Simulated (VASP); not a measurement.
Here is a VASP 6.6.1 calculation.

File INCAR:

```
SYSTEM = TiC
PREC     = Accurate       ! precision mode
ENCUT    = 520            ! plane-wave cutoff, eV
EDIFF    = 1E-7           ! SCF threshold, eV
ISMEAR   = 0              ! smearing method
SIGMA    = 0.1            ! smearing width, eV
LREAL    = .False.        ! projectors in reciprocal space
LASPH    = .True.         ! aspherical terms in the spheres
NELM     = 80             ! most SCF steps
ALGO     = Normal         ! electronic algorithm
ISIF     = 2              ! what is computed and relaxed
LWAVE    = .False.        ! write WAVECAR
LCHARG   = .True.         ! write CHGCAR
LDIPOL   = .True.       
IDIPOL   = 3            
DIPOL    = 0.5 0.5 0.500
LELF     = .True.         ! ELF
LVHAR    = .True.       
LVACPOTAV= .True.       
NBANDS   = 69             ! bands
```

The input KPOINTS:

```
Automatic mesh
0
Gamma
  11 11 1
  0 0 0
```

POSCAR

```
TiC
1.0
    3.0128567032      0.0000000000      0.0000000000
    0.0000000000      3.0128567032      0.0000000000
    0.0000000000      0.0000000000     27.7824684333
Ti C
7 7
Direct
    0.5000000000      0.5000000000      0.2725768443
    0.0000000000      0.0000000000      0.3473376099
    0.5000000000      0.5000000000      0.4235817937
    0.0000000000      0.0000000000      0.4999999985
    0.5000000000      0.5000000000      0.5764182050
    0.0000000000      0.0000000000      0.6526623897
    0.5000000000      0.5000000000      0.7274231588
    0.0000000000      0.0000000000      0.2687718707
    0.5000000000      0.5000000000      0.3462275216
    0.0000000000      0.0000000000      0.4229794263
    0.5000000000      0.5000000000      0.4999999974
    0.0000000000      0.0000000000      0.5770205733
    0.5000000000      0.5000000000      0.6537724786
    0.0000000000      0.0000000000      0.7312281324
```

Potentials or basis: VASP PAW LDA potentials, release 64 (Ti_sv, C).

The run is started by

```bash
$ cat potpaw_LDA.64/Ti_sv/POTCAR potpaw_LDA.64/C/POTCAR > POTCAR
$ mpirun -np 1 vasp_std > vasp.out
```

Task: Predict the largest force.

Result: 0.030 eV/Å.

Task: Estimate the band gap on the k mesh.

Result: Zero (bands 56 and 57 overlap by 0.78 eV).

Forces in eV/Å, atoms in the order of the input:
```
Ti   0.000  0.000 -0.030
Ti   0.000  0.000 -0.006
Ti   0.000  0.000  0.000
Ti   0.000  0.000  0.000
Ti   0.000  0.000  0.000
Ti   0.000  0.000  0.006
Ti   0.000  0.000  0.030
C    0.000  0.000 -0.020
C    0.000  0.000  0.009
C    0.000  0.000  0.002
C    0.000  0.000  0.000
C    0.000  0.000 -0.002
C    0.000  0.000 -0.009
C    0.000  0.000  0.020
```
